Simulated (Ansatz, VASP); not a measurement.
## Two plane-wave programs on ZrB2

The input INCAR:

```
PREC = Accurate ; ENCUT = 520
EDIFF = 1E-6 ; ISMEAR = 0
SIGMA = 0.15 ; LREAL = False
LASPH = True ; NELM = 80
ALGO = Normal ; ISIF = 2
LWAVE = False ; LCHARG = True
LELF = True ; LVHAR = True
NBANDS = 16
```

The input KPOINTS:

```
Automatic mesh
0
Gamma
  18 18 12
```

The input POSCAR:

```
ZrB2
1.0
    3.1533611633      0.0000000000      0.0000000000
   -1.5766805817      2.7308908747      0.0000000000
    0.0000000000      0.0000000000      3.3053531713
Zr B
1 2
Direct
    0.0000000000      0.0000000000      0.0000000000
    0.3333333333      0.6666666667      0.5000000000
    0.6666666667      0.3333333333      0.5000000000
```

Input for Ansatz:

```yaml
crystal:
  lattice:
    - [3.1533611633, 0.0, 0.0]
    - [-1.5766805817, 2.7308908747, 0.0]
    - [0.0, 0.0, 3.3053531713]
  atoms:
    - { symbol: Zr, position: [0.0, 0.0, 0.0] }
    - { symbol: B, position: [0.3333333333, 0.6666666667, 0.5] }
    - { symbol: B, position: [0.6666666667, 0.3333333333, 0.5] }
basis:
  ecutwfc: 520.0
kpoints:
  mp_grid: { grid: [18, 18, 12] }
hamiltonian:
  xc: lda
  pseudopotentials: { kind: paw }
scf:
  occupations: { method: gaussian, width: 0.15 }
output:
  forces: true
  stress: true
  eigenvalues: true
  write_density: true
  write_potential: true
  elf: true
  volumetric_format: npy
```

Alike in both runs: task single point; functional LDA; k mesh 18 × 18 × 12; occupations gaussian, width 0.15 eV; no spin polarisation.

|  | VASP | Ansatz |
| --- | --- | --- |
| version | VASP 6.6.1 | Ansatz 0.2.0 |
| potentials or method | VASP PAW LDA potentials, release 64 (Zr_sv, B), cutoff 520 eV | scalar-relativistic, plane waves, PAW |
| valence electrons in the cell | 18 | 18 |

|  | VASP | Ansatz | Ansatz less VASP |
| --- | --- | --- | --- |
| gap on the k mesh at the Fermi level (eV) | none | none | - |
| pressure (GPa) | 11.8 | 11.2 | -0.63 |
| traceless stress, the component that is largest in VASP (GPa) | 14.53 | 14.49 | -0.037 |

LDA's correlation is that of Perdew and Zunger in VASP and of Perdew and Wang (1992) in Ansatz. A gap of «none» marks a metal or a gap that the smearing closes.
